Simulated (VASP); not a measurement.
The system is Cs2SrBr4.

```
Cs Sr Br
1.0
     7.81699    0.00000    0.00000
     0.00000    7.81699    0.00000
     0.00000    0.00000    4.54628
Cs Sr Br
2 1 4
Direct
  0.50000 0.00000 0.50000
  0.00000 0.50000 0.50000
  0.00000 0.00000 0.00000
  0.23323 0.23323 0.00000
  0.76677 0.23323 0.00000
  0.76677 0.76677 0.00000
  0.23323 0.76677 0.00000
```

```yaml
Program: VASP 6.6.1
Task: relaxation of cell and atoms
Functional: PBE
Potentials_or_basis: VASP PAW PBE potentials, release 64 (Cs_sv, Sr_sv, Br)
Cutoff: 600 eV
k_mesh: 2 × 2 × 4
Occupations: gaussian, width 0.1 eV
Spin: no spin polarisation
```

At the start: pressure 8.2 GPa; volume 39.69 Å³/atom.

How do energy, volume and symmetry change on relaxing?

Over 9 steps the energy falls by 311.2 meV/atom and the volume is 51.30 Å³/atom (+29.3 %); space group P4/mmm (No. 123, to 0.1 Å) before and after.

The path:
```csv
step,energy change (eV),largest force (eV/Å),pressure (GPa),volume (Å³)
1,0.0000,2.9570,8.20,277.80
2,-1.9477,0.6568,-1.05,366.49
3,-2.1452,0.1154,0.29,338.69
4,-2.1454,0.1477,0.21,339.98
5,-2.1555,0.1335,0.16,343.37
6,-2.1737,0.0925,0.02,353.62
7,-2.1617,0.0098,-0.18,374.56
8,-2.1766,0.0666,-0.05,359.90
9,-2.1783,0.0267,0.02,359.10
```

Final structure:
```
Cs Sr Br
1.0
     8.64930    0.00000    0.00000
     0.00000    8.64930    0.00000
     0.00000    0.00000    4.80009
Cs Sr Br
2 1 4
Direct
  0.50000 0.00000 0.50000
  0.00000 0.50000 0.50000
  0.00000 0.00000 0.00000
  0.23939 0.23939 0.00000
  0.76061 0.23939 0.00000
  0.76061 0.76061 0.00000
  0.23939 0.76061 0.00000
```

Caveat: the volume moved by over 15 % at a fixed basis, so the end points are rough.
